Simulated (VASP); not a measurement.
# ZrCl6 (P6/mmm) in VASP: single point with PBE

Aim: the single point of ZrCl6 with PBE.

All numbers are computed with VASP 6.6.1; they aren't measurements. Logs are shortened: lines on timing, memory, paths and dates and some standing lists are left out, and cuts for length are marked.

**1. The cell of the first run**

It takes space group P6/mmm (No. 191, hexagonal). Conventional cell: a = 5.933 Å, b = 5.933 Å, c = 5.027 Å, α = 90.00°, β = 90.00°, γ = 120.00°. Within 4.2 Å of Zr (site symmetry 6/mmm) lie 12 Cl at 3.20 Å. Within 2.6 Å of Cl (site symmetry m2m) lie 3 Cl at 1.97 to 1.98 Å.

**2. Single point, PBE**

Input file INCAR:

```
SYSTEM = ZrCl6
PREC = Accurate ; ENCUT = 520
EDIFF = 1E-6 ; ISMEAR = 0
SIGMA = 0.1 ; LREAL = .False.
LASPH = .True. ; NELM = 60
ALGO = Normal ; ISIF = 2
LWAVE = .False. ; LCHARG = .True.
GGA = PE ; LELF = .True.
LVHAR = .True. ; NBANDS = 36
```

Input file KPOINTS:

```
regular mesh
0
Gamma
  3 3 4
  0 0 0
```

Input file POSCAR:

```
ZrCl6
1.0
    5.9327079100      0.0000000000      0.0000000000
   -2.9663539600      5.1378757600      0.0000000000
    0.0000000000      0.0000000000      5.0271145500
Zr Cl
1 6
Direct
    0.0000000000      0.0000000000      0.0000000000
    0.0000000000      0.3336124100      0.5000000000
    0.6663875900      0.6663875900      0.5000000000
    0.3336124100      0.0000000000      0.5000000000
    0.0000000000      0.6663875900      0.5000000000
    0.3336124100      0.3336124100      0.5000000000
    0.6663875900      0.0000000000      0.5000000000
```

Potentials or basis: VASP PAW PBE potentials, release 64 (Zr_sv, Cl).

On the command line:

```bash
> cat potpaw_PBE.64/Zr_sv/POTCAR potpaw_PBE.64/Cl/POTCAR > POTCAR
> mpirun -np 1 vasp_std > vasp.out
```

OUTCAR:

```text
SYSTEM = ZrCl6
   PREC = Accurate
   ENCUT = 520
   EDIFF = 1E-6
   ISMEAR = 0
   LREAL = .False.
   LASPH = .True.
   NELM = 60
   ISIF = 2
   GGA = PE

 ion  position               nearest neighbor table
   1  0.000  0.000  0.000-   3 3.20   6 3.20   3 3.20   6 3.20   2 3.20   5 3.20   5 3.20   2 3.20
                             4 3.20   4 3.20   7 3.20   7 3.20
   2  0.000  0.334  0.500-   5 1.97   7 1.98   6 1.98   1 3.20   1 3.20
   3  0.666  0.666  0.500-   6 1.97   7 1.98   5 1.98   1 3.20   1 3.20
   4  0.334  0.000  0.500-   7 1.97   5 1.98   6 1.98   1 3.20   1 3.20
   5  0.000  0.666  0.500-   2 1.97   4 1.98   3 1.98   1 3.20   1 3.20
   6  0.334  0.334  0.500-   3 1.97   4 1.98   2 1.98   1 3.20   1 3.20
   7  0.666  0.000  0.500-   4 1.97   2 1.98   3 1.98   1 3.20   1 3.20

  LATTYP: Found a hexagonal cell.
 ALAT       =     5.9327079100
 C/A-ratio  =     0.8473558156

  Lattice vectors:

 A1 = (   5.9327079100,   0.0000000000,   0.0000000000)
 A2 = (  -2.9663539600,   5.1378757600,   0.0000000000)
 A3 = (   0.0000000000,   0.0000000000,   5.0271145500)

Analysis of symmetry for initial positions (statically):
=====================================================================
 Subroutine PRICEL returns:
 Original cell was already a primitive cell.

 Routine SETGRP: Setting up the symmetry group for a
 hexagonal supercell.

 Subroutine GETGRP returns: Found 24 space group operations
 (whereof 24 operations were pure point group operations)
 out of a pool of 24 trial point group operations.

The static configuration has the point symmetry D_6h.

Analysis of symmetry for dynamics (positions and initial velocities):
=====================================================================
 Subroutine PRICEL returns:
 Original cell was already a primitive cell.

 Routine SETGRP: Setting up the symmetry group for a
 hexagonal supercell.

 Subroutine GETGRP returns: Found 24 space group operations
 (whereof 24 operations were pure point group operations)
 out of a pool of 24 trial point group operations.

The dynamic configuration has the point symmetry D_6h.

 Subroutine INISYM returns: Found 24 space group operations
 (whereof 24 operations are pure point group operations),
 and found     1 'primitive' translations

----------------------------------------------------------------------------------------

                                     Primitive cell

  volume of cell :     153.2341

  direct lattice vectors                    reciprocal lattice vectors
     5.932707910  0.000000000  0.000000000     0.168557093  0.097316483  0.000000000
    -2.966353960  5.137875760  0.000000000     0.000000000  0.194632966  0.000000000
     0.000000000  0.000000000  5.027114550     0.000000000  0.000000000  0.198921268

  length of vectors
     5.932707910  5.932707910  5.027114550     0.194632966  0.194632966  0.198921268

  position of ions in fractional coordinates (direct lattice)
     0.000000000  0.000000000  0.000000000
     0.000000000  0.333612410  0.500000000
     0.666387590  0.666387590  0.500000000
     0.333612410  0.000000000  0.500000000
     0.000000000  0.666387590  0.500000000
     0.333612410  0.333612410  0.500000000
     0.666387590  0.000000000  0.500000000

  ion indices of the primitive-cell ions
   primitive index   ion index
                 1           1
                 2           2
                 3           3
                 4           4
                 5           5
                 6           6
                 7           7

----------------------------------------------------------------------------------------

 KPOINTS: regular mesh

Automatic generation of k-mesh.
 Grid dimensions read from file:
 generate k-points for:    3    3    4

 Generating k-lattice:

  Cartesian coordinates                     Fractional coordinates (reciprocal lattice)
     0.056185698  0.032438828  0.000000000     0.333333333  0.000000000  0.000000000
     0.000000000  0.064877655  0.000000000     0.000000000  0.333333333  0.000000000
     0.000000000  0.000000000  0.049730317     0.000000000  0.000000000  0.250000000

  Length of vectors
     0.064877655  0.064877655  0.049730317

  Shift w.r.t. Gamma in fractional coordinates (k-lattice)
     0.000000000  0.000000000  0.000000000

 Subroutine IBZKPT returns following result:
 ===========================================

 Found      9 irreducible k-points:

 Following reciprocal coordinates:
            Coordinates               Weight
  0.000000  0.000000  0.000000      1.000000
  0.333333  0.000000  0.000000      6.000000
  0.333333  0.333333  0.000000      2.000000
  0.000000  0.000000  0.250000      2.000000
  0.333333  0.000000  0.250000     12.000000
  0.333333  0.333333  0.250000      4.000000
  0.000000  0.000000  0.500000      1.000000
  0.333333  0.000000  0.500000      6.000000
  0.333333  0.333333  0.500000      2.000000
   k-points           NKPTS =      9   k-points in BZ     NKDIM =      9   number of bands    NBANDS=     36
   number of dos      NEDOS =    301   number of ions     NIONS =      7
   total plane-waves  NPLWV =  92160
   dimension x,y,z NGX =    48 NGY =   48 NGZ =   40
   dimension x,y,z NGXF=    96 NGYF=   96 NGZF=   80
   ions per type =               1   6
   NGX,Y,Z   is equivalent  to a cutoff of  13.45, 13.45, 13.23 a.u.
   NGXF,Y,Z  is equivalent  to a cutoff of  26.90, 26.90, 26.46 a.u.
 SYSTEM =  ZrCl6
   PREC   = accura    normal or accurate (medium, high low for compatibility)
   ISTART =      0    job   : 0-new  1-cont  2-samecut
   ICHARG =      2    charge: 1-file 2-atom 10-const
   ISPIN  =      1    spin polarized calculation?
   LNONCOLLINEAR =      F non collinear calculations
   LSORBIT =      F    spin-orbit coupling
   LASPH  =      T    aspherical Exc in radial PAW
   ENCUT  =  520.0 eV  38.22 Ry    6.18 a.u.  11.03 11.03  9.35*2*pi/ulx,y,z
   NELM   =     60;   NELMIN=  2; NELMDL= -5     # of ELM steps
   EDIFF  = 0.1E-05   stopping-criterion for ELM
   LREAL  =      F    real-space projection
   EDIFFG = 0.1E-04   stopping-criterion for IOM
   NSW    =      0    number of steps for IOM
   IBRION =     -1    ionic relax: 0-MD 1-quasi-New 2-CG
   NFREE  =      0    steps in history (QN), initial steepest desc. (CG)
   ISIF   =      2    stress and relaxation
   ISYM   =      2    0-nonsym 1-usesym 2-fastsym
   POTIM  = 0.5000    time-step for ionic-motion
   TEBEG  =    0.0;   TEEND  =   0.0 temperature during run
   PSTRESS=    0.0 pullay stress
   NELECT =      54.0000    total number of electrons
   NUPDOWN=      -1.0000    fix difference up-down
   EMIN   =  10.00;   EMAX   =-10.00  energy-range for DOS
   EFERMI =   0.00;   METHOD = LEGACY
   ISMEAR =     0;   SIGMA  =   0.10  broadening in eV -4-tet -1-fermi 0-gaus
   EFERMI_NEDOS =   21; number of points for ismear=-14 and -15
   IALGO  =     38    algorithm
   IMIX   =      4    mixing-type and parameters
     AMIX     =   0.40;   BMIX     =  1.00
     AMIX_MAG =   1.60;   BMIX_MAG =  1.00
  volume/ion in A,a.u.               =      21.89       147.72
  Fermi-wavevector in a.u.,A,eV,Ry     =   1.156346  2.185176 18.192827  1.337135
  Thomas-Fermi vector in A             =   2.292967
   LORBIT       =      0    0 simple, 1 ext, 2 COOP (PROOUT), +10 PAW based schemes
   GGA     = PE    functional components
   LHFCALC =     F    Hartree Fock is set to
   AEXX    =    0.0000 exact exchange contribution
   IVDW    =     0    specifies the selected vdW correction
   LEPSILON=     F    determine dielectric tensor
   LRPA    =     F    only Hartree local field effects (RPA)
 non-spin polarized calculation
 Gauss-broadening in eV      SIGMA  =   0.10
  energy-cutoff  :      520.00
  volume of cell :      153.23
 maximum number of plane-waves:      4137
 NGX is ok and might be reduce to    48
   NGX = 23   NGY = 23   NGZ = 19

 number of electron      54.0000002 magnetization

 Free energy of the ion-electron system (eV)
  ---------------------------------------------------
  ext. energy  EPLUGINS =         0.00000000
  ---------------------------------------------------
  free energy    TOTEN  =         3.48848380 eV

  energy without entropy =        3.53782985  energy(sigma->0) =        3.51315683

 E-fermi :   6.3981     XC(G=0):  -9.0517

 val. band max:        6.3798356460   @ k =   0.0000   0.0000   0.0000
 cond. band min:       6.4204651232   @ k =   0.3333   0.3333   0.2500
 fundamental gap:      0.0406294772
 Fermi energy:         6.3980764527

 k-point     1 :       0.0000    0.0000    0.0000
  band No.  band energies     occupation
      1     -44.2063      2.00000
      2     -22.2317      2.00000
      3     -22.2317      2.00000
      4     -22.1624      2.00000
      5     -17.2711      2.00000
      6     -13.8201      2.00000
[... 28 lines left out ...]
     35       9.9216      0.00000
     36      10.0505      0.00000

 k-point     2 :       0.3333    0.0000    0.0000
  band No.  band energies     occupation
      1     -44.2063      2.00000
      2     -22.2324      2.00000
      3     -22.2319      2.00000
      4     -22.1623      2.00000
      5     -16.8041      2.00000
      6     -15.4992      2.00000
[... 28 lines left out ...]
     35       9.2105      0.00000
     36       9.9428      0.00000

 k-point     3 :       0.3333    0.3333    0.0000
  band No.  band energies     occupation
      1     -44.2063      2.00000
      2     -22.2323      2.00000
      3     -22.2323      2.00000
      4     -22.1623      2.00000
      5     -15.9773      2.00000
      6     -15.9114      2.00000
[... 28 lines left out ...]
     35       7.8249      0.00000
     36       7.8249      0.00000
[... 157 lines left out ...]
 k-point     8 :       0.3333    0.0000    0.5000
  band No.  band energies     occupation
      1     -44.2062      2.00000
      2     -22.2297      2.00000
      3     -22.2295      2.00000
      4     -22.1781      2.00000
      5     -16.7775      2.00000
      6     -15.4946      2.00000
[... 28 lines left out ...]
     35       9.7408      0.00000
     36      10.3177      0.00000

 k-point     9 :       0.3333    0.3333    0.5000
  band No.  band energies     occupation
      1     -44.2062      2.00000
      2     -22.2297      2.00000
      3     -22.2297      2.00000
      4     -22.1775      2.00000
      5     -15.9350      2.00000
      6     -15.9182      2.00000
[... 28 lines left out ...]
     35       9.8359      0.00000
     36       9.8359      0.00000

------------------------ aborting loop because EDIFF is reached ----------------------------------------

  FORCE on cell =-STRESS in cart. coord.  units (eV):
  Direction    XX          YY          ZZ          XY          YZ          ZX
  --------------------------------------------------------------------------------------
  -------------------------------------------------------------------------------------
  Total       68.6015259     68.6015258     -7.3658056     -0.0000001     -0.0000000      0.0000000
  in kB      717.2804790    717.2804781    -77.0150296     -0.0000007     -0.0000000      0.0000000
  external PRESSURE =     452.5153092 kB  Pullay stress =       0.0000000 kB

 VOLUME and BASIS-vectors are now :
 -----------------------------------------------------------------------------
  energy-cutoff  :      520.00
  volume of cell :      153.23
      direct lattice vectors                 reciprocal lattice vectors
     5.932707910  0.000000000  0.000000000     0.168557093  0.097316483  0.000000000
    -2.966353960  5.137875760  0.000000000     0.000000000  0.194632966  0.000000000
     0.000000000  0.000000000  5.027114550     0.000000000  0.000000000  0.198921268

 POSITION                                       TOTAL-FORCE (eV/Angst)
 -----------------------------------------------------------------------------------
      0.00000      0.00000      0.00000         0.000000     -0.000000     -0.000000
     -0.98961      1.71406      2.51356         0.016106     -0.027896     -0.000000
      1.97674      3.42382      2.51356         0.016106      0.027896      0.000000
      1.97922      0.00000      2.51356        -0.032211     -0.000000      0.000000
     -1.97674      3.42382      2.51356        -0.016106      0.027896      0.000000
      0.98961      1.71406      2.51356        -0.016106     -0.027896     -0.000000
      3.95348      0.00000      2.51356         0.032211      0.000000     -0.000000
 -----------------------------------------------------------------------------------
    total drift:                                0.000000      0.000000      0.000000

  FREE ENERGIE OF THE ION-ELECTRON SYSTEM (eV)
  ---------------------------------------------------
  free  energy   TOTEN  =         3.4884837992 eV

  energy  without entropy=        3.5378298545  energy(sigma->0) =        3.51315683
```

It took 61 s on 1 thread of Intel Xeon 6975P-C (Granite Rapids), shared host; peak memory 0.29 GiB.

What came out:

* Free energy: 3.4885 eV
* Pressure: 45.3 GPa
* Largest force: 0.032 eV/Å
* Band gap on the k mesh: zero (band 27 reaches 6.53 eV, above the bottom of band 28 at 6.15 eV)

Forces on the atoms (eV/Å):
```
Zr   0.000  0.000  0.000
Cl   0.016 -0.028  0.000
Cl   0.016  0.028  0.000
Cl  -0.032  0.000  0.000
Cl  -0.016  0.028  0.000
Cl  -0.016 -0.028  0.000
Cl   0.032  0.000  0.000
```

Caveat: the k points lie up to 0.41 Å⁻¹ apart.
